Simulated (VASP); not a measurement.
# NiO (Fm-3m) in VASP: a series of runs

Runs on NiO. Level: PBE. Tasks: single point.

All numbers are computed with VASP 6.6.1; they aren't measurements. Logs are shortened: lines on timing, memory, paths and dates and some standing lists are left out, and cuts for length are marked.

**1. The cell of the first run**

Symmetry: Fm-3m, No. 225, cubic system. The conventional cell has a = 4.098 Å, b = 4.098 Å, c = 4.098 Å, α = 90.00°, β = 90.00°, γ = 90.00°. Within 2.7 Å of Ni (site symmetry m-3m) lie 6 O at 2.05 Å. Within 2.7 Å of O (site symmetry m-3m) lie 6 Ni at 2.05 Å.

**2. Single point, PBE, collinear spin, ferromagnetic start (volume scaled by 0.9405)**

INCAR

```
SYSTEM = NiO
  PREC = Accurate
  ENCUT = 520
  EDIFF = 1E-7
  ISMEAR = -1
  SIGMA = 0.03
  LREAL = .False.
  LASPH = .True.
  NELM = 150
  ALGO = Normal
  ISIF = 2
  LWAVE = .False.
  LCHARG = .False.
  ISPIN = 2
  MAGMOM = 1.5 0
  LORBIT = 11
  LMAXMIX = 4
  GGA = PE
  NBANDS = 19
```

KPOINTS

```
regular mesh
0
Gamma
  15 15 15
  0 0 0
```

POSCAR

```
NiO
1.0
    0.0000000000      2.0489813908      2.0489813908
    2.0489813908      0.0000000000      2.0489813908
    2.0489813908      2.0489813908      0.0000000000
Ni O
1 1
Direct
    0.0000000000      0.0000000000      0.0000000000
    0.5000000000      0.5000000000      0.5000000000
```

Potentials or basis: VASP PAW PBE potentials, release 64 (Ni, O).

The run is started by

```
cat potpaw_PBE.64/Ni/POTCAR potpaw_PBE.64/O/POTCAR > POTCAR
mpirun -np 1 vasp_std > vasp.out
```

OUTCAR:

```text
SYSTEM = NiO
   PREC = Accurate
   ENCUT = 520
   EDIFF = 1E-7
   ISMEAR = -1
   LREAL = .False.
   LASPH = .True.
   NELM = 150
   ISIF = 2
   ISPIN = 2
   LORBIT = 11
   GGA = PE

 ion  position               nearest neighbor table
   1  0.000  0.000  0.000-   2 2.05   2 2.05   2 2.05   2 2.05   2 2.05   2 2.05
   2  0.500  0.500  0.500-   1 2.05   1 2.05   1 2.05   1 2.05   1 2.05   1 2.05

  LATTYP: Found a face centered cubic cell.
 ALAT       =     4.0979627816

  Lattice vectors:

 A1 = (   0.0000000000,   2.0489813908,   2.0489813908)
 A2 = (   2.0489813908,   0.0000000000,   2.0489813908)
 A3 = (   2.0489813908,   2.0489813908,   0.0000000000)

Analysis of symmetry for initial positions (statically):
=====================================================================
 Subroutine PRICEL returns:
 Original cell was already a primitive cell.

 Routine SETGRP: Setting up the symmetry group for a
 face centered cubic supercell.

 Subroutine GETGRP returns: Found 48 space group operations
 (whereof 48 operations were pure point group operations)
 out of a pool of 48 trial point group operations.

The static configuration has the point symmetry O_h .

Analysis of symmetry for dynamics (positions and initial velocities):
=====================================================================
 Subroutine PRICEL returns:
 Original cell was already a primitive cell.

 Routine SETGRP: Setting up the symmetry group for a
 face centered cubic supercell.

 Subroutine GETGRP returns: Found 48 space group operations
 (whereof 48 operations were pure point group operations)
 out of a pool of 48 trial point group operations.

The dynamic configuration has the point symmetry O_h .

Analysis of structural, dynamic, and magnetic symmetry:
=====================================================================
 Subroutine PRICEL returns:
 Original cell was already a primitive cell.

 Routine SETGRP: Setting up the symmetry group for a
 face centered cubic supercell.

 Subroutine GETGRP returns: Found 48 space group operations
 (whereof 48 operations were pure point group operations)
 out of a pool of 48 trial point group operations.

The overall configuration has the point symmetry O_h .

 Subroutine INISYM returns: Found 48 space group operations
 (whereof 48 operations are pure point group operations),
 and found     1 'primitive' translations

----------------------------------------------------------------------------------------

                                     Primitive cell

  volume of cell :      17.2046

  direct lattice vectors                    reciprocal lattice vectors
     0.000000000  2.048981391  2.048981391    -0.244023690  0.244023690  0.244023690
     2.048981391  0.000000000  2.048981391     0.244023690 -0.244023690  0.244023690
     2.048981391  2.048981391  0.000000000     0.244023690  0.244023690 -0.244023690

  length of vectors
     2.897697272  2.897697272  2.897697272     0.422661430  0.422661430  0.422661430

  position of ions in fractional coordinates (direct lattice)
     0.000000000  0.000000000  0.000000000
     0.500000000  0.500000000  0.500000000

  ion indices of the primitive-cell ions
   primitive index   ion index
                 1           1
                 2           2

----------------------------------------------------------------------------------------

 KPOINTS: regular mesh

Automatic generation of k-mesh.
 Grid dimensions read from file:
 generate k-points for:   15   15   15

 Generating k-lattice:

  Cartesian coordinates                     Fractional coordinates (reciprocal lattice)
    -0.016268246  0.016268246  0.016268246     0.066666667  0.000000000  0.000000000
     0.016268246 -0.016268246  0.016268246     0.000000000  0.066666667  0.000000000
     0.016268246  0.016268246 -0.016268246     0.000000000  0.000000000  0.066666667

  Length of vectors
     0.028177429  0.028177429  0.028177429

  Shift w.r.t. Gamma in fractional coordinates (k-lattice)
     0.000000000  0.000000000  0.000000000

 Subroutine IBZKPT returns following result:
 ===========================================

 Found    120 irreducible k-points:

 Following reciprocal coordinates:
            Coordinates               Weight
  0.000000  0.000000  0.000000      1.000000
  0.066667  0.000000  0.000000      8.000000
  0.133333  0.000000  0.000000      8.000000
  0.200000  0.000000  0.000000      8.000000
  0.266667  0.000000  0.000000      8.000000
  0.333333  0.000000  0.000000      8.000000
[... 16 lines left out ...]
  0.133333  0.133333  0.000000      6.000000
  0.200000  0.133333  0.000000     24.000000
 [... further k-points ...]
   k-points           NKPTS =    120   k-points in BZ     NKDIM =    120   number of bands    NBANDS=     19
   number of dos      NEDOS =    301   number of ions     NIONS =      2
   total plane-waves  NPLWV =  13824
   dimension x,y,z NGX =    24 NGY =   24 NGZ =   24
   dimension x,y,z NGXF=    48 NGYF=   48 NGZF=   48
   ions per type =               1   1
   NGX,Y,Z   is equivalent  to a cutoff of  13.77, 13.77, 13.77 a.u.
   NGXF,Y,Z  is equivalent  to a cutoff of  27.54, 27.54, 27.54 a.u.
 SYSTEM =  NiO
   PREC   = accura    normal or accurate (medium, high low for compatibility)
   ISTART =      0    job   : 0-new  1-cont  2-samecut
   ICHARG =      2    charge: 1-file 2-atom 10-const
   ISPIN  =      2    spin polarized calculation?
   LNONCOLLINEAR =      F non collinear calculations
   LSORBIT =      F    spin-orbit coupling
   LASPH  =      T    aspherical Exc in radial PAW
   ENCUT  =  520.0 eV  38.22 Ry    6.18 a.u.   5.39  5.39  5.39*2*pi/ulx,y,z
   NELM   =    150;   NELMIN=  2; NELMDL= -5     # of ELM steps
   EDIFF  = 0.1E-06   stopping-criterion for ELM
   LREAL  =      F    real-space projection
   EDIFFG = 0.1E-05   stopping-criterion for IOM
   NSW    =      0    number of steps for IOM
   IBRION =     -1    ionic relax: 0-MD 1-quasi-New 2-CG
   NFREE  =      0    steps in history (QN), initial steepest desc. (CG)
   ISIF   =      2    stress and relaxation
   ISYM   =      2    0-nonsym 1-usesym 2-fastsym
   POTIM  = 0.5000    time-step for ionic-motion
   TEBEG  =    0.0;   TEEND  =   0.0 temperature during run
   PSTRESS=    0.0 pullay stress
   NELECT =      16.0000    total number of electrons
   NUPDOWN=      -1.0000    fix difference up-down
   EMIN   =  10.00;   EMAX   =-10.00  energy-range for DOS
   EFERMI =   0.00;   METHOD = LEGACY
   ISMEAR =    -1;   SIGMA  =   0.03  broadening in eV -4-tet -1-fermi 0-gaus
   EFERMI_NEDOS =   21; number of points for ismear=-14 and -15
   IALGO  =     38    algorithm
   IMIX   =      4    mixing-type and parameters
     AMIX     =   0.40;   BMIX     =  1.00
     AMIX_MAG =   1.60;   BMIX_MAG =  1.00
  volume/ion in A,a.u.               =       8.60        58.05
  Fermi-wavevector in a.u.,A,eV,Ry     =   1.597963  3.019713 34.742298  2.553487
  Thomas-Fermi vector in A             =   2.695487
   LORBIT       =     11    0 simple, 1 ext, 2 COOP (PROOUT), +10 PAW based schemes
   GGA     = PE    functional components
   LHFCALC =     F    Hartree Fock is set to
   AEXX    =    0.0000 exact exchange contribution
   IVDW    =     0    specifies the selected vdW correction
   LEPSILON=     F    determine dielectric tensor
   LRPA    =     F    only Hartree local field effects (RPA)
 spin polarized calculation
  energy-cutoff  :      520.00
  volume of cell :       17.20
 maximum number of plane-waves:       483
 NGX is ok and might be reduce to    24
   NGX = 11   NGY = 11   NGZ = 11

 number of electron      15.9999991 magnetization       1.5176951

 Free energy of the ion-electron system (eV)
  ---------------------------------------------------
  ext. energy  EPLUGINS =         0.00000000
  ---------------------------------------------------
  free energy    TOTEN  =       -11.40690258 eV

  energy without entropy =      -11.40261643  energy(sigma->0) =      -11.40475950

 E-fermi :   8.8170     XC(G=0): -13.0188

 val. band max:        8.8166628768   @ k =   0.2667   0.1333   0.0000
 cond. band min:       8.8176584625   @ k =   0.4667   0.3333   0.0667
 fundamental gap:      0.0009955857
 Fermi energy:         8.8169818232

 spin component 1

 k-point     1 :       0.0000    0.0000    0.0000
  band No.  band energies     occupation
      1     -12.1982      1.00000
      2       5.4848      1.00000
      3       5.4848      1.00000
      4       5.4848      1.00000
      5       5.7324      1.00000
      6       5.7324      1.00000
[... 11 lines left out ...]
     18      35.4505      0.00000
     19      35.4505      0.00000

 k-point     2 :       0.0667    0.0000    0.0000
  band No.  band energies     occupation
      1     -12.1425      1.00000
      2       4.9312      1.00000
      3       4.9312      1.00000
      4       4.9751      1.00000
      5       6.0464      1.00000
      6       6.0464      1.00000
[... 11 lines left out ...]
     18      36.3758      0.00000
     19      36.3758      0.00000

 k-point     3 :       0.1333    0.0000    0.0000
  band No.  band energies     occupation
      1     -11.9803      1.00000
      2       4.0276      1.00000
      3       4.3080      1.00000
      4       4.3080      1.00000
      5       6.1593      1.00000
      6       6.1594      1.00000
[... 11 lines left out ...]
     18      38.1765      0.00000
     19      38.1765      0.00000

 k-point     4 :       0.2000    0.0000    0.0000
  band No.  band energies     occupation
      1     -11.7298      1.00000
      2       2.9666      1.00000
      3       3.7493      1.00000
      4       3.7494      1.00000
      5       6.3085      1.00000
      6       6.3085      1.00000
[... 407 lines left out ...]
     18      36.6023      0.00000
     19      38.0238      0.00000

 k-point    23 :       0.1333    0.1333    0.0000
  band No.  band energies     occupation
      1     -11.9156      1.00000
      2       3.2392      1.00000
      3       4.8083      1.00000
      4       4.8083      1.00000
      5       5.7954      1.00000
      6       5.9020      1.00000
[... 11 lines left out ...]
     18      35.8499      0.00000
     19      39.3516      0.00000

 k-point    24 :       0.2000    0.1333    0.0000
  band No.  band energies     occupation
      1     -11.7394      1.00000
      2       2.6698      1.00000
      3       4.3617      1.00000
      4       4.4218      1.00000
      5       5.9185      1.00000
      6       6.0048      1.00000
[... 11 lines left out ...]
     18      37.4938      0.00000
     19      40.3887      0.00000

 [... further k-points ...]

 spin component 2

 k-point     1 :       0.0000    0.0000    0.0000
  band No.  band energies     occupation
      1     -11.8412      1.00000
      2       5.9027      1.00000
      3       5.9027      1.00000
      4       5.9027      1.00000
      5       6.7841      1.00000
      6       6.7842      1.00000
[... 11 lines left out ...]
     18      35.9930      0.00000
     19      35.9932      0.00000

 k-point     2 :       0.0667    0.0000    0.0000
  band No.  band energies     occupation
      1     -11.7842      1.00000
      2       5.4111      1.00000
      3       5.6546      1.00000
      4       5.6546      1.00000
      5       6.8618      1.00000
      6       6.8619      1.00000
[... 11 lines left out ...]
     18      36.9023      0.00000
     19      36.9025      0.00000

 k-point     3 :       0.1333    0.0000    0.0000
  band No.  band energies     occupation
      1     -11.6185      1.00000
      2       4.4413      1.00000
      3       5.1629      1.00000
      4       5.1630      1.00000
      5       7.0017      1.00000
      6       7.0018      1.00000
[... 11 lines left out ...]
     18      38.6955      0.00000
     19      38.6956      0.00000

 k-point     4 :       0.2000    0.0000    0.0000
  band No.  band energies     occupation
      1     -11.3622      1.00000
      2       3.3521      1.00000
      3       4.6505      1.00000
      4       4.6505      1.00000
      5       7.1695      1.00000
      6       7.1697      1.00000
[... 407 lines left out ...]
     18      37.1191      0.00000
     19      38.5505      0.00000

 k-point    23 :       0.1333    0.1333    0.0000
  band No.  band energies     occupation
      1     -11.5518      1.00000
      2       3.9974      1.00000
      3       5.2648      1.00000
      4       5.2648      1.00000
      5       6.5955      1.00000
      6       7.4709      1.00000
[... 11 lines left out ...]
     18      36.3666      0.00000
     19      39.8973      0.00000

 k-point    24 :       0.2000    0.1333    0.0000
  band No.  band energies     occupation
      1     -11.3708      1.00000
      2       3.3564      1.00000
      3       4.8955      1.00000
      4       4.9861      1.00000
      5       6.6121      1.00000
      6       7.5652      1.00000
[... 11 lines left out ...]
     18      37.9556      0.00000
     19      40.9493      0.00000

 [... further k-points ...]
[... 5 lines left out ...]
  --------------------------------------------------------------------------------------
  -------------------------------------------------------------------------------------
  Total        1.7721413      1.7721413      1.7721413     -0.0000000     -0.0000000      0.0000000
  in kB      165.0307542    165.0307542    165.0307542     -0.0000000     -0.0000000      0.0000000
  external PRESSURE =     165.0307542 kB  Pullay stress =       0.0000000 kB

 VOLUME and BASIS-vectors are now :
 -----------------------------------------------------------------------------
  energy-cutoff  :      520.00
  volume of cell :       17.20
      direct lattice vectors                 reciprocal lattice vectors
     0.000000000  2.048981391  2.048981391    -0.244023690  0.244023690  0.244023690
     2.048981391  0.000000000  2.048981391     0.244023690 -0.244023690  0.244023690
     2.048981391  2.048981391  0.000000000     0.244023690  0.244023690 -0.244023690

 POSITION                                       TOTAL-FORCE (eV/Angst)
 -----------------------------------------------------------------------------------
      0.00000      0.00000      0.00000        -0.000000     -0.000000     -0.000000
      2.04898      2.04898      2.04898         0.000000      0.000000      0.000000
 -----------------------------------------------------------------------------------
    total drift:                                0.000000     -0.000000     -0.000000

  FREE ENERGIE OF THE ION-ELECTRON SYSTEM (eV)
  ---------------------------------------------------
  free  energy   TOTEN  =       -11.4069025757 eV

  energy  without entropy=      -11.4026164271  energy(sigma->0) =      -11.40475950

 total charge

# of ion       s       p       d       tot
------------------------------------------
    1        0.350   0.449   8.309   9.109
    2        1.559   3.444   0.000   5.003
--------------------------------------------------
tot          1.909   3.893   8.309  14.111

 magnetization (x)

# of ion       s       p       d       tot
------------------------------------------
    1        0.012   0.016   1.237   1.265
    2        0.028   0.189   0.000   0.217
--------------------------------------------------
tot          0.040   0.204   1.237   1.482
```

Wall time 2 min (1 thread of Intel Xeon Platinum 8259CL at 2.50GHz (Skylake/Cascade Lake), shared host); peak memory 0.19 GiB.

Results:

```
Free energy                                           : -11.4069 eV
Pressure                                              : 16.5 GPa
Net moment                                            : 1.52 μB per cell
Site moments                                          : Ni +1.26; O +0.22 μB
Valence electrons inside the program's atomic spheres : Ni 9.11; O 5.00
```

Levels at points of the mesh, in eV from the Fermi level:
Spin up:
| k point | band 6 | band 7 | band 8 | band 9 | band 10 | band 11 | band 12 | band 13 |
| --- | --- | --- | --- | --- | --- | --- | --- | --- |
| (0.00, 0.00, 0.00) | -3.08 | -2.74 | -2.74 | -2.74 | 1.81 | 17.96 | 19.32 | 19.32 |
Spin down:
```csv
k point,band 3,band 4,band 5,band 6,band 7,band 8,band 9,band 10,band 11,band 12
"(0.00, 0.00, 0.00)",-2.91,-2.91,-2.03,-2.03,-2.03,-0.87,-0.87,2.11,17.91,19.52
```

Caveat: a cell with one magnetic atom can't hold antiferromagnetic order, which such compounds often take; semilocal functionals often make such compounds metallic where correlation or magnetic order opens a gap, which also shifts bond lengths.

(Part 1 of 2 ends here.)
